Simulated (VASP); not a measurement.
Set up this calculation in VASP 6.6.1, as the native input.

```yaml
Task: single point
Functional: r2SCAN
Dispersion: D3(BJ)
Potentials_or_basis: VASP PAW PBE potentials, release 64 (C, H)
Cutoff: 520 eV
k_mesh: 1 × 1 × 1
Occupations: fermi-dirac, width 0.05 eV
Spin: no spin polarisation
Dipole_correction: no
Further_INCAR_settings: LREAL = Auto; ALGO = Normal; EDIFF = 1e-07; NBANDS = 58
```

The system is H4C.

```
C H
1.0
     7.68347    0.00000    0.00000
     0.00000    7.68347    0.00000
     0.00000    0.00000    7.68347
C H
8 32
Cartesian
  0.7668 5.7966 2.7870
  0.9225 3.1562 7.0100
  3.5451 0.8365 6.6450
  4.6064 -0.6975 2.1506
  6.8771 6.5794 6.0288
  6.0961 3.0270 2.1215
  3.6155 5.0094 4.9986
  2.3499 2.2299 2.9154
  1.6626 6.4356 2.7970
  0.3956 5.5237 3.7623
  1.0963 4.9214 2.1717
  0.0566 6.3779 2.2035
  0.6851 4.0919 7.5431
  0.5989 3.4179 5.9649
  0.3007 2.3752 7.4149
  1.9291 2.8366 7.1630
  3.2343 1.1843 7.6591
  2.6813 0.2891 6.3351
  4.5010 0.3297 6.8528
  3.6926 1.6920 5.9468
  4.7106 -0.3826 3.1918
  4.9274 0.2136 1.6166
  3.5946 -0.9180 1.8145
  5.2952 -1.5257 1.9862
  7.0022 7.5490 6.6890
  6.4162 5.7105 6.6017
  7.8876 6.2198 5.7387
  6.2844 6.9885 5.1872
  5.5463 3.0145 1.1566
  6.6476 2.0924 2.2888
  5.3858 3.3295 2.9208
  6.8088 3.8291 1.9380
  4.3291 5.5759 5.6444
  2.9382 4.3473 5.5841
  4.2766 4.3355 4.4792
  3.0023 5.6433 4.3272
  2.6229 3.2216 3.3068
  2.3448 1.5263 3.7185
  2.9727 2.0085 2.0535
  1.3480 2.4807 2.5263
```

The input as run:

POSCAR

```
H4C
1.0
    7.6834750000      0.0000000000      0.0000000000
    0.0000000000      7.6834750000      0.0000000000
    0.0000000000      0.0000000000      7.6834750000
C H
8 32
Direct
    0.0997985937      0.7544242677      0.3627265007
    0.1200628622      0.4107776755      0.9123476031
    0.4613927943      0.1088700100      0.8648430560
    0.5995203993     -0.0907792373      0.2798993945
    0.8950507420      0.8563052525      0.7846449686
    0.7934040262      0.3939623673      0.2761120457
    0.4705553151      0.6519706253      0.6505650113
    0.3058381787      0.2902202454      0.3794376893
    0.2163864658      0.8375897624      0.3640279951
    0.0514871201      0.7189064844      0.4896612535
    0.1426828356      0.6405174742      0.2826455478
    0.0073664585      0.8300801395      0.2867843001
    0.0891653842      0.5325585103      0.9817302718
    0.0779465021      0.4448377850      0.7763284191
    0.0391359378      0.3091309596      0.9650451131
    0.2510712926      0.3691819131      0.9322604681
    0.4209423471      0.1541359866      0.9968276073
    0.3489697045      0.0376262043      0.8245097433
    0.5858026479      0.0429102717      0.8918881105
    0.4805898373      0.2202128594      0.7739727142
    0.6130819714     -0.0497951773      0.4154109957
    0.6412983709      0.0277999213      0.2103995913
    0.4678351918     -0.1194771897      0.2361561663
    0.6891673364     -0.1985690069      0.2585028259
    0.9113324375      0.9824981535      0.8705696316
    0.8350648632      0.7432184005      0.8592075851
    1.0265667553      0.8095035124      0.7468886149
    0.8179111665      0.9095493901      0.6751111964
    0.7218478618      0.3923354992      0.1505308470
    0.8651814446      0.2723246968      0.2978860477
    0.7009588760      0.4333325741      0.3801404963
    0.8861615350      0.4983552364      0.2522296227
    0.5634299584      0.7257002854      0.7346155223
    0.3824050967      0.5657986783      0.7267675108
    0.5565971126      0.5642629149      0.5829653900
    0.3907476760      0.7344723579      0.5631826745
    0.3413689769      0.4192894491      0.4303781817
    0.3051744165      0.1986470965      0.4839607079
    0.3868952525      0.2614051585      0.2672618835
    0.1754414506      0.3228617260      0.3287965406
```

INCAR.step1

```
PREC     = Accurate       # precision mode
ENCUT    = 520            # plane-wave cutoff, eV
ISMEAR   = -1             # smearing method
SIGMA    = 0.05           # smearing width, eV
LREAL    = Auto         
LASPH    = True           # aspherical terms in the spheres
NELM     = 60             # most SCF steps
NBANDS   = 58             # bands
GGA      = PE             # functional
ALGO     = Normal         # electronic algorithm
EDIFF    = 1E-4           # SCF threshold, eV
LWAVE    = True           # write WAVECAR
LCHARG   = False          # write CHGCAR
```

INCAR.step2

```
PREC     = Accurate       # precision mode
ENCUT    = 520            # plane-wave cutoff, eV
EDIFF    = 1E-7           # SCF threshold, eV
ISMEAR   = -1             # smearing method
SIGMA    = 0.05           # smearing width, eV
LREAL    = Auto         
LASPH    = True           # aspherical terms in the spheres
NELM     = 60             # most SCF steps
ALGO     = Normal         # electronic algorithm
ISIF     = 2              # what is computed and relaxed
LWAVE    = False          # write WAVECAR
LCHARG   = True           # write CHGCAR
METAGGA  = R2SCAN         # meta-GGA
LMIXTAU  = True         
IVDW     = 12             # dispersion correction
VDW_S6   = 1.0          
VDW_S8   = 0.78981345   
VDW_A1   = 0.49484001   
VDW_A2   = 5.73083694   
LELF     = True           # ELF
LVHAR    = True         
NBANDS   = 58             # bands
ISTART   = 1
```

KPOINTS

```
regular mesh
0
Gamma
  1 1 1
```

Potentials or basis: VASP PAW PBE potentials, release 64 (C, H).

The run is started by

```console
$ cat potpaw_PBE.64/C/POTCAR potpaw_PBE.64/H/POTCAR > POTCAR
$ cp INCAR.step1 INCAR
$ mpirun -np 1 vasp_gam > vasp.out
$ cp INCAR.step2 INCAR
$ mpirun -np 1 vasp_gam > vasp.out
```

Results of the run:

```json
{
  "Pressure": "-1.5 GPa",
  "Largest force": "2.302 eV/Å",
  "Band gap on the k mesh": "7.57 eV",
  "Dispersion energy per atom": "-0.015 eV"
}
```

Caveat: the k points lie up to 0.82 Å⁻¹ apart; the PAW data sets were made with another functional, which shifts forces and pressure a little.

Wall time 3.3 min on 1 thread of Intel(R) Xeon(R) Platinum 8375C CPU @ 2.90GHz (Ice Lake) (shared host), peak memory 0.52 GiB.
